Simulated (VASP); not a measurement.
# TaSe3S (P1) in VASP: a series of runs

The runs below take TaSe3S through single point, with PBE.

Everything below comes from runs of VASP 6.6.1. Logs are shortened: lines on timing, memory, paths and dates and some standing lists are left out, and cuts for length are marked.

## 1. The cell of the first run

The typed cell holds 10 atoms: a = 6.897 Å, b = 6.897 Å, c = 5.787 Å, α = 90.00°, β = 90.00°, γ = 120.00°.

## 2. Single point, PBE

INCAR reads:

```
  ALGO = Normal
  EDIFF = 1E-6
  ENCUT = 520
  GGA = PE
  ISIF = 2
  ISMEAR = 1
  LASPH = T
  LCHARG = F
  LREAL = F
  LWAVE = F
  NBANDS = 46
  NELM = 80
  PREC = Accurate
  SIGMA = 0.15
```

KPOINTS reads:

```
k-points
0
Gamma
  3 3 3
```

POSCAR reads:

```
TaSe3S
1.0
    6.8971520000      0.0000000000      0.0000000000
   -3.4485760000      5.9731090000      0.0000000000
    0.0000000000      0.0000000000      5.7869180000
S Se Ta
2 6 2
Direct
    0.3186852483      0.6688402974      0.7447219746
    0.6664489882      0.3001050207      0.2362314448
    0.1706133748      0.3471286059      0.2556535275
    0.8299234070      0.1696844976      0.7557591105
    0.6602157161      0.8262735537      0.2449813528
    0.8245297868      0.6590489141      0.7383657415
    0.1644237263      0.8177031425      0.2522100711
    0.3425670060      0.1598328442      0.7503890672
    0.0014156797      0.0034536453     -0.0069095501
    0.0000854937      0.0036213972      0.5096082232
```

Potentials or basis: VASP PAW PBE potentials, release 64 (S, Se, Ta_pv).

On the command line:

```sh
$ cat potpaw_PBE.64/S/POTCAR potpaw_PBE.64/Se/POTCAR potpaw_PBE.64/Ta_pv/POTCAR > POTCAR
$ mpirun -np 1 vasp_std > vasp.out
```

OUTCAR:

```text
EDIFF = 1E-6
   ENCUT = 520
   GGA = PE
   ISIF = 2
   ISMEAR = 1
   LASPH = T
   LREAL = F
   NELM = 80
   PREC = Accurate

 ion  position               nearest neighbor table
   1  0.319  0.669  0.745-
   2  0.666  0.300  0.236-
   3  0.171  0.347  0.256-  10 2.52   9 2.55
   4  0.830  0.170  0.756-   9 2.44  10 2.46
   5  0.660  0.826  0.245-   9 2.51  10 2.54
   6  0.825  0.659  0.738-  10 2.45   9 2.53
   7  0.164  0.818  0.252-   9 2.57  10 2.57
   8  0.343  0.160  0.750-   9 2.48  10 2.48
   9  0.001  0.003  0.993-   4 2.44   8 2.48   5 2.51   6 2.53   3 2.55   7 2.57  10 2.80  10 2.99

  10  0.000  0.004  0.510-   6 2.45   4 2.46   8 2.48   3 2.52   5 2.54   7 2.57   9 2.80   9 2.99

  LATTYP: Found a hexagonal cell.
 ALAT       =     6.8971520000
 C/A-ratio  =     0.8390300808

  Lattice vectors:

 A1 = (   6.8971520000,   0.0000000000,   0.0000000000)
 A2 = (  -3.4485760000,   5.9731090000,   0.0000000000)
 A3 = (   0.0000000000,   0.0000000000,   5.7869180000)

Analysis of symmetry for initial positions (statically):
=====================================================================
 Subroutine PRICEL returns:
 Original cell was already a primitive cell.

 Routine SETGRP: Setting up the symmetry group for a
 hexagonal supercell.

 Subroutine GETGRP returns: Found  1 space group operations
 (whereof  1 operations were pure point group operations)
 out of a pool of 24 trial point group operations.

The static configuration has the point symmetry C_1 .

Analysis of symmetry for dynamics (positions and initial velocities):
=====================================================================
 Subroutine PRICEL returns:
 Original cell was already a primitive cell.

 Routine SETGRP: Setting up the symmetry group for a
 hexagonal supercell.

 Subroutine GETGRP returns: Found  1 space group operations
 (whereof  1 operations were pure point group operations)
 out of a pool of 24 trial point group operations.

The dynamic configuration has the point symmetry C_1 .

 Subroutine INISYM returns: Found  1 space group operations
 (whereof  1 operations are pure point group operations),
 and found     1 'primitive' translations

----------------------------------------------------------------------------------------

                                     Primitive cell

  volume of cell :     238.4062

  direct lattice vectors                    reciprocal lattice vectors
[... 101 lines left out ...]
   TEBEG  =    0.0;   TEEND  =   0.0 temperature during run
   PSTRESS=    0.0 pullay stress
   NELECT =      70.0000    total number of electrons
   NUPDOWN=      -1.0000    fix difference up-down
   EMIN   =  10.00;   EMAX   =-10.00  energy-range for DOS
   EFERMI =   0.00;   METHOD = LEGACY
   ISMEAR =     1;   SIGMA  =   0.15  broadening in eV -4-tet -1-fermi 0-gaus
   EFERMI_NEDOS =   21; number of points for ismear=-14 and -15
   IALGO  =     38    algorithm
   IMIX   =      4    mixing-type and parameters
     AMIX     =   0.40;   BMIX     =  1.00
     AMIX_MAG =   1.60;   BMIX_MAG =  1.00
  volume/ion in A,a.u.               =      23.84       160.88
  Fermi-wavevector in a.u.,A,eV,Ry     =   1.088099  2.056209 16.108739  1.183959
  Thomas-Fermi vector in A             =   2.224273
   LORBIT       =      0    0 simple, 1 ext, 2 COOP (PROOUT), +10 PAW based schemes
   GGA     = PE    functional components
   LHFCALC =     F    Hartree Fock is set to
   AEXX    =    0.0000 exact exchange contribution
   IVDW    =     0    specifies the selected vdW correction
   LEPSILON=     F    determine dielectric tensor
   LRPA    =     F    only Hartree local field effects (RPA)
 non-spin polarized calculation
 Methfessel and Paxton  Order N= 1 SIGMA  =   0.15
  energy-cutoff  :      520.00
  volume of cell :      238.41
 maximum number of plane-waves:      6429
 NGX is ok and might be reduce to    54
   NGX = 25   NGY = 25   NGZ = 21

 number of electron      70.0000000 magnetization

 Free energy of the ion-electron system (eV)
  ---------------------------------------------------
  ext. energy  EPLUGINS =         0.00000000
  ---------------------------------------------------
  free energy    TOTEN  =       -51.01424826 eV

  energy without entropy =      -50.99862462  energy(sigma->0) =      -51.00904038

 E-fermi :   2.9411     XC(G=0):  -9.6866

 val. band max:        2.9196120586   @ k =   0.0000   0.0000   0.3333
 cond. band min:       2.9445742446   @ k =   0.0000  -0.3333   0.3333
 fundamental gap:      0.0249621860
 Fermi energy:         2.9410506410

 k-point     1 :       0.0000    0.0000    0.0000
  band No.  band energies     occupation
      1     -31.9747      2.00000
      2     -31.6474      2.00000
      3     -31.6436      2.00000
      4     -31.5287      2.00000
      5     -31.5254      2.00000
      6     -31.1568      2.00000
[... 675 lines left out ...]
     45       7.4928      0.00000
     46       7.6034      0.00000

------------------------ aborting loop because EDIFF is reached ----------------------------------------

  FORCE on cell =-STRESS in cart. coord.  units (eV):
  Direction    XX          YY          ZZ          XY          YZ          ZX
  --------------------------------------------------------------------------------------
  -------------------------------------------------------------------------------------
  Total        7.9639983      6.2020564      8.8209487     -0.2808458     -1.5859056     -0.1465593
  in kB       53.5209945     41.6800979     59.2800160     -1.8873869    -10.6578682     -0.9849326
  external PRESSURE =      51.4937028 kB  Pullay stress =       0.0000000 kB

 VOLUME and BASIS-vectors are now :
 -----------------------------------------------------------------------------
  energy-cutoff  :      520.00
  volume of cell :      238.41
      direct lattice vectors                 reciprocal lattice vectors
     6.897152000  0.000000000  0.000000000     0.144987380  0.083708501  0.000000000
    -3.448576000  5.973109000  0.000000000     0.000000000  0.167417002  0.000000000
     0.000000000  0.000000000  5.786918000     0.000000000  0.000000000  0.172803554

 POSITION                                       TOTAL-FORCE (eV/Angst)
 -----------------------------------------------------------------------------------
     -0.10853      3.99506      4.30964        -0.174846      0.173830      0.010665
      3.56166      1.79256      1.36705         0.131607     -0.210766      0.028863
     -0.02035      2.07344      1.47945        -0.042451      0.723811     -0.166824
      5.13894      1.01354      4.37352        -1.468459      1.019211     -0.064284
      1.70414      4.93542      1.41769        -1.089639     -0.346796      0.081590
      3.41413      3.93657      4.27286         0.058646     -1.459275      0.384181
     -1.68586      4.88423      1.45952         0.446796     -0.056738     -0.029009
      1.81154      0.95470      4.34244         1.370183      0.517154     -0.010312
     -0.00215      0.02063      5.74693         0.544085     -0.362707      1.514532
     -0.01190      0.02163      2.94906         0.224077      0.002275     -1.749402
 -----------------------------------------------------------------------------------
    total drift:                                0.000072     -0.000308     -0.000075

  FREE ENERGIE OF THE ION-ELECTRON SYSTEM (eV)
  ---------------------------------------------------
  free  energy   TOTEN  =       -51.0142482604 eV

  energy  without entropy=      -50.9986246193  energy(sigma->0) =      -51.00904038
```

Wall time 3.5 min (1 thread of Intel Xeon Platinum 8375C at 2.90GHz (Ice Lake), shared host); peak memory 0.44 GiB.

What came out:

```
Free energy            : -51.0142 eV
Pressure               : 5.1 GPa
Largest force          : 1.789 eV/Å
Band gap on the k mesh : zero (band 35 reaches 3.00 eV, above the bottom of band 36 at 2.81 eV)
```

Forces on the atoms (eV/Å):
```
S   -0.175  0.174  0.011
S    0.132 -0.211  0.029
Se  -0.042  0.724 -0.167
Se  -1.468  1.019 -0.064
Se  -1.090 -0.347  0.082
Se   0.059 -1.459  0.384
Se   0.447 -0.057 -0.029
Se   1.370  0.517 -0.010
Ta   0.544 -0.363  1.515
Ta   0.224  0.002 -1.749
```

Levels at points of the mesh, in eV from the Fermi level:
| k point | band 32 | band 33 | band 34 | band 35 | band 36 | band 37 | band 38 | band 39 |
| --- | --- | --- | --- | --- | --- | --- | --- | --- |
| (0.00, 0.00, 0.00) | -0.73 | -0.61 | -0.34 | -0.15 | 0.66 | 0.91 | 1.03 | 1.18 |

Caveat: the k points lie up to 0.36 Å⁻¹ apart; spin-orbit coupling is left out, which moves the levels of the heavy elements; forces of over 1 eV/Å act on the atoms, so gaps and moduli don't describe the material at rest.

## 3. Single point, PBE

INCAR reads:

```
PREC = Accurate ; ENCUT = 520
EDIFF = 1E-6 ; ISMEAR = 1
SIGMA = 0.15 ; LREAL = False
LASPH = True ; NELM = 80
ALGO = Normal ; ISIF = 2
LWAVE = False ; LCHARG = False
GGA = PE ; NBANDS = 46
```

KPOINTS reads:

```
Automatic mesh
0
Gamma
  3 3 3
```

POSCAR reads:

```
TaSe3S
1.0
    6.8971520000      0.0000000000      0.0000000000
   -3.4485760000      5.9731090000      0.0000000000
    0.0000000000      0.0000000000      5.7869180000
S Se Ta
2 6 2
Direct
    0.3120857306      0.6702452609      0.7443274641
    0.6681459563      0.2858064368      0.2328655772
    0.1701817595      0.3524824342      0.2569105005
    0.8266810458      0.1730835650      0.7560421627
    0.6563219962      0.8232886760      0.2433110336
    0.8196833853      0.6539455416      0.7346566860
    0.1646065632      0.8131569339      0.2574180246
    0.3460502036      0.1556082435      0.7513161583
    0.0034189220      0.0054030489     -0.0076811180
   -0.0012053586      0.0048676493      0.5103274316
```

Potentials or basis: VASP PAW PBE potentials, release 64 (S, Se, Ta_pv).

On the command line:

```sh
$ cat potpaw_PBE.64/S/POTCAR potpaw_PBE.64/Se/POTCAR potpaw_PBE.64/Ta_pv/POTCAR > POTCAR
$ mpirun -np 1 vasp_std > vasp.out
```

Run time: 3.4 min. Hardware: 1 thread of Intel Xeon Platinum 8375C at 2.90GHz (Ice Lake), shared host; peak memory 0.44 GiB.

The run converged. Its results:

```yaml
Free_energy: -51.1949 eV
Pressure: 3.5 GPa
Largest_force: 1.731 eV/Å
Band_gap_on_the_k_mesh: zero (band 35 reaches 3.02 eV, above the bottom of band 36 at 2.84 eV)
```

Forces in eV/Å, atoms in the order of the input:
```
S   -0.231  0.226 -0.001
S    0.175 -0.380  0.051
Se  -0.074  0.325 -0.187
Se  -0.835  0.748  0.051
Se  -0.844 -0.037  0.039
Se   0.061 -0.901  0.486
Se   0.104  0.276 -0.104
Se   0.999  0.259 -0.078
Ta   0.407 -0.492  1.457
Ta   0.238 -0.026 -1.715
```

Stress tensor (GPa, compression positive):
```
 3.58 -0.04 -0.42
-0.04  2.00 -1.12
-0.42 -1.12  4.99
```

Levels at points of the mesh, in eV from the Fermi level:
```
           k point  band 32  band 33  band 34  band 35  band 36  band 37  band 38  band 39
(0.00, 0.00, 0.00)    -0.71    -0.57    -0.36    -0.08     0.65     0.93     1.01     1.20
```

Caveat: the k points lie up to 0.36 Å⁻¹ apart; spin-orbit coupling is left out, which moves the levels of the heavy elements; forces of over 1 eV/Å act on the atoms, so gaps and moduli don't describe the material at rest.
